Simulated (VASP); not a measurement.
# P (R-3m) in VASP: a series of runs, part 2 of 2

VASP 6.6.1.

### 5 Relaxation of cell and atoms, PBEsol

This run uses another cell than the first one, of 16.14 Å³/atom.

INCAR

```
ALGO = Normal
EDIFF = 1E-7
EDIFFG = -0.01
ENCUT = 600
GGA = PS
IBRION = 2
ISIF = 3
ISMEAR = -1
LASPH = True
LCHARG = False
LREAL = False
LWAVE = False
NELM = 100
NSW = 60
PREC = Accurate
SIGMA = 0.05
```

KPOINTS

```
k-points
0
Gamma
  9 9 9
```

POSCAR

```
P
1.0
    1.7257251780      0.9963478961      3.1296800121
   -1.7257251780      0.9963478961      3.1296800121
    0.0000000000     -1.9926957921      3.1296800121
P
2
Direct
    0.7729197500      0.7729197500      0.7729197500
    0.2270802500      0.2270802500      0.2270802500
```

Potentials or basis: VASP PAW PBE potentials, release 64 (P).

Command:

```bash
$ cat potpaw_PBE.64/P/POTCAR > POTCAR
$ mpirun -np 1 vasp_std > vasp.out
```

OUTCAR:

```text
EDIFF = 1E-7
   EDIFFG = -0.01
   ENCUT = 600
   GGA = PS
   IBRION = 2
   ISIF = 3
   ISMEAR = -1
   LASPH = True
   LREAL = False
   NELM = 100
   NSW = 60
   PREC = Accurate

 ion  position               nearest neighbor table
   1  0.773  0.773  0.773-   2 2.29   2 2.29   2 2.29   2 2.82   2 2.82   2 2.82
   2  0.227  0.227  0.227-   1 2.29   1 2.29   1 2.29   1 2.82   1 2.82   1 2.82

  LATTYP: Found a trigonal (rhomboedric) cell.
 ALAT       =     3.7102201415
 COS(alpha) =     0.5673129383

  Lattice vectors:

 A1 = (   1.7257251780,   0.9963478961,   3.1296800121)
 A2 = (  -1.7257251780,   0.9963478961,   3.1296800121)
 A3 = (   0.0000000000,  -1.9926957921,   3.1296800121)

Analysis of symmetry for initial positions (statically):
[... 478 lines left out ...]

 k-point     1 :       0.0000    0.0000    0.0000
  band No.  band energies     occupation
      1      -7.1932      2.00000
      2       6.7773      2.00000
      3       6.9047      2.00000
      4       6.9047      2.00000
      5       7.0553      2.00000
      6      11.7523      0.00000
      7      12.8598      0.00000
      8      12.8598      0.00000
      9      15.0842      0.00000
[... 265 lines left out ...]
 k-point    24 :       0.4444    0.4444    0.0000
  band No.  band energies     occupation
      1      -3.4355      2.00000
      2       0.2550      2.00000
      3       2.5314      2.00000
      4       4.1092      2.00000
      5       4.1186      2.00000
      6       9.8154      0.12135
      7      16.4411      0.00000
      8      17.1951      0.00000
      9      18.5492      0.00000

 [... further k-points ...]

------------------------ aborting loop because EDIFF is reached ----------------------------------------

  FORCE on cell =-STRESS in cart. coord.  units (eV):
  Direction    XX          YY          ZZ          XY          YZ          ZX
  --------------------------------------------------------------------------------------
  -------------------------------------------------------------------------------------
  Total        0.0123653      0.0123653      0.0119945      0.0000000      0.0000000      0.0000000
  in kB        0.6564189      0.6564189      0.6367307      0.0000000      0.0000000      0.0000000
  external PRESSURE =       0.6498562 kB  Pullay stress =       0.0000000 kB
[... 17 lines left out ...]
  FREE ENERGIE OF THE ION-ELECTRON SYSTEM (eV)
  ---------------------------------------------------
  free  energy   TOTEN  =       -11.5896913926 eV

  energy  without entropy=      -11.5862032175  energy(sigma->0) =      -11.58794731

 reached required accuracy - stopping structural energy minimisation
```

Wall time 73 s (1 thread of Intel Xeon 6975P-C (Granite Rapids), shared host); peak memory 0.17 GiB.

What came out:

- Free energy: -11.5897 eV
- Relaxed volume: 15.09 Å³/atom
- Relaxed cell: a = 3.557 Å, b = 3.557 Å, c = 3.557 Å, α = 57.74°, β = 57.74°, γ = 57.74°
- Space group after relaxing (to 0.1 Å): R-3m (No. 166)
- Energy gained by relaxing: 13.4 meV/atom
- Ionic steps: 9
- Pressure after relaxing: 0.1 GPa
- Largest force after relaxing: 0.008 eV/Å
- Band gap on the k mesh: zero (bands 5 and 6 overlap by 0.98 eV)

Forces on the atoms (eV/Å):
```
P    0.000  0.000 -0.008
P    0.000  0.000  0.008
```

The path:
```csv
step,energy change (eV),largest force (eV/Å),pressure (GPa),volume (Å³)
1,0.0000,0.2415,-1.77,32.29
2,-0.0124,0.2236,-0.23,31.46
3,-0.0165,0.2127,1.12,30.76
4,-0.0235,0.0126,-0.55,30.82
5,-0.0236,0.0532,-0.90,30.83
6,-0.0264,0.0078,-0.41,30.40
7,-0.0267,0.0001,-0.11,30.23
8,-0.0267,0.0002,-0.09,30.22
9,-0.0267,0.0075,0.06,30.18
```

Final structure:
```yaml
crystal:
  lattice:
    - [1.71763, 0.99167, 2.95316]
    - [-1.71763, 0.99167, 2.95316]
    - [0.00000, -1.98335, 2.95316]
  atoms:
    - { symbol: P, position: [0.76694, 0.76694, 0.76694] }
    - { symbol: P, position: [0.23306, 0.23306, 0.23306] }
```

Caveat: the PAW data sets were made with another functional, which shifts forces and pressure a little.

### 6 Relaxation of cell and atoms, PBEsol, target pressure 2 GPa, at which the enthalpy is minimised

This run uses another cell than the first one, of 16.14 Å³/atom.

INCAR

```
PREC = Accurate ; ENCUT = 600
EDIFF = 1E-6 ; ISMEAR = -1
SIGMA = 0.05 ; LREAL = False
LASPH = True ; NELM = 60
ALGO = Normal ; ISIF = 3
LWAVE = False ; LCHARG = False
GGA = PS ; IBRION = 2
NSW = 60 ; EDIFFG = -0.01
PSTRESS = 20.0
```

KPOINTS

```
regular mesh
0
Gamma
  9 9 9
```

POSCAR is that of step 5.

Potentials or basis: VASP PAW PBE potentials, release 64 (P).

Command:

```bash
$ cat potpaw_PBE.64/P/POTCAR > POTCAR
$ mpirun -np 1 vasp_std > vasp.out
```

OUTCAR:

```text
PREC = Accurate
   ENCUT = 600
   EDIFF = 1E-6
   ISMEAR = -1
   LREAL = False
   LASPH = True
   NELM = 60
   ISIF = 3
   GGA = PS
   IBRION = 2
   NSW = 60
   EDIFFG = -0.01
   PSTRESS = 20.0

 ion  position               nearest neighbor table
   1  0.773  0.773  0.773-   2 2.29   2 2.29   2 2.29   2 2.82   2 2.82   2 2.82
   2  0.227  0.227  0.227-   1 2.29   1 2.29   1 2.29   1 2.82   1 2.82   1 2.82

  LATTYP: Found a trigonal (rhomboedric) cell.
 ALAT       =     3.7102201415
 COS(alpha) =     0.5673129383

  Lattice vectors:

 A1 = (   1.7257251780,   0.9963478961,   3.1296800121)
 A2 = (  -1.7257251780,   0.9963478961,   3.1296800121)
 A3 = (   0.0000000000,  -1.9926957921,   3.1296800121)

Analysis of symmetry for initial positions (statically):
[... 372 lines left out ...]
  free energy    TOTEN  =       -11.58577382 eV

  energy without entropy =      -11.58274857  energy(sigma->0) =      -11.58426119

 E-fermi :   9.9159     XC(G=0): -11.2906

 val. band max:        9.7715519959   @ k =   0.4444   0.0000   0.0000
 cond. band min:       9.9323467989   @ k =  -0.3333   0.1111   0.0000
 fundamental gap:      0.1607948031
 Fermi energy:         9.9158502194

 k-point     1 :       0.0000    0.0000    0.0000
  band No.  band energies     occupation
      1      -7.0852      2.00000
      2       7.0788      2.00000
      3       7.1974      2.00000
      4       7.1974      2.00000
      5       7.6065      2.00000
      6      12.1872      0.00000
      7      13.2464      0.00000
      8      13.2464      0.00000
      9      15.3358      0.00000
[... 265 lines left out ...]
 k-point    24 :       0.4444    0.4444    0.0000
  band No.  band energies     occupation
      1      -3.2248      2.00000
      2       0.5293      2.00000
      3       2.7370      2.00000
      4       4.3087      2.00000
      5       4.3112      2.00000
      6      10.0512      0.12507
      7      16.9495      0.00000
      8      17.6180      0.00000
      9      19.1379      0.00000

 [... further k-points ...]
[... 5 lines left out ...]
  --------------------------------------------------------------------------------------
  -------------------------------------------------------------------------------------
  Total        0.3693313      0.3693313      0.3668776      0.0000000      0.0000000      0.0000000
  in kB       20.0456832     20.0456832     19.9125095      0.0000000      0.0000000      0.0000000
  external PRESSURE =       0.0012920 kB  Pullay stress =      20.0000000 kB
[... 21 lines left out ...]
  energy  without entropy=      -11.5827485705  energy(sigma->0) =      -11.58426119

  enthalpy is  TOTEN    =       -11.2172842061 eV   P V=        0.3684896116

 reached required accuracy - stopping structural energy minimisation
```

It took 66 s on 1 thread of Intel Xeon 6975P-C (Granite Rapids), shared host; peak memory 0.18 GiB.

What came out:

| Item | Value |
| --- | --- |
| Free energy | -11.5858 eV |
| Relaxed volume | 14.76 Å³/atom |
| Relaxed cell | a = 3.523 Å, b = 3.523 Å, c = 3.523 Å, α = 58.03°, β = 58.03°, γ = 58.03° |
| Space group after relaxing (to 0.1 Å) | R-3m (No. 166) |
| Energy change on relaxing (the run minimises the enthalpy) | -11.4 meV/atom |
| Ionic steps | 10 |
| Pressure after relaxing | 2.0 GPa |
| Largest force after relaxing | 0.008 eV/Å |
| Band gap on the k mesh | zero (bands 5 and 6 overlap by 0.99 eV) |

Forces in eV/Å, atoms in the order of the input:
```
P    0.000  0.000 -0.008
P    0.000  0.000  0.008
```

Step by step:
```
step  energy change (eV)  largest force (eV/Å)  pressure (GPa)  volume (Å³)
   1              0.0000                0.2414           -1.76        32.29
   2             -0.0059                0.4038            2.61        30.55
   3             -0.0035                0.4348            3.22        30.32
   4             -0.0185                0.1565            2.29        29.89
   5             -0.0205                0.0687            2.20        29.49
   6             -0.0233                0.0094            1.85        29.56
   7             -0.0234                0.0039            1.81        29.56
   8             -0.0234                0.0029            1.81        29.57
   9             -0.0222                0.0177            2.17        29.47
  10             -0.0228                0.0076            2.00        29.52
```

Final structure:
```cif
data_structure
_symmetry_space_group_name_H-M 'P 1'
_symmetry_Int_Tables_number 1
_cell_length_a 3.5228
_cell_length_b 3.5228
_cell_length_c 3.5228
_cell_angle_alpha 58.033
_cell_angle_beta 58.033
_cell_angle_gamma 58.033
_cell_volume 29.52
loop_
_atom_site_label
_atom_site_type_symbol
_atom_site_fract_x
_atom_site_fract_y
_atom_site_fract_z
_atom_site_occupancy
P1 P 0.76589 0.76589 0.76589 1
P2 P 0.23411 0.23411 0.23411 1
```

Caveat: the cell is relaxed towards a set pressure, so the run minimises the enthalpy, not the energy; the PAW data sets were made with another functional, which shifts forces and pressure a little.

### 7 The runs side by side

```csv
task,cell,cutoff (eV),gap on the mesh (eV),pressure (GPa),largest force (eV/Å)
single point,"a = 3.409 Å, angles 59.7°, 2 atoms, atomic positions A",520,none,5.1,0.02
single point,"a = 3.517 Å, angles 58.1°, 2 atoms, atomic positions B",520,none,2.1,0.03
single point,"a = 3.551 Å, angles 57.8°, 2 atoms, atomic positions C",520,none,0.0,0.03
relaxation of cell and atoms,"relaxed from a = 3.710 Å, angles 55.4°, 2 atoms, atomic positions D",600,none,0.1,0.01
relaxation of cell and atoms,"relaxed to 2 GPa from a = 3.710 Å, angles 55.4°, 2 atoms, atomic positions D",600,none,2.0,0.01
```

Alike in all rows: level PBEsol; potentials or basis VASP PAW PBE potentials, release 64 (P); no spin polarisation; k mesh 9 × 9 × 9; smearing fermi-dirac 0.05 eV.

Caveats: the PAW data sets were made with another functional, which shifts forces and pressure a little; the cell stands under pressure (at least some runs); the cell is relaxed towards a set pressure, so the run minimises the enthalpy, not the energy (at least some runs).

Absolute energies hang on the potentials; compare differences alone.
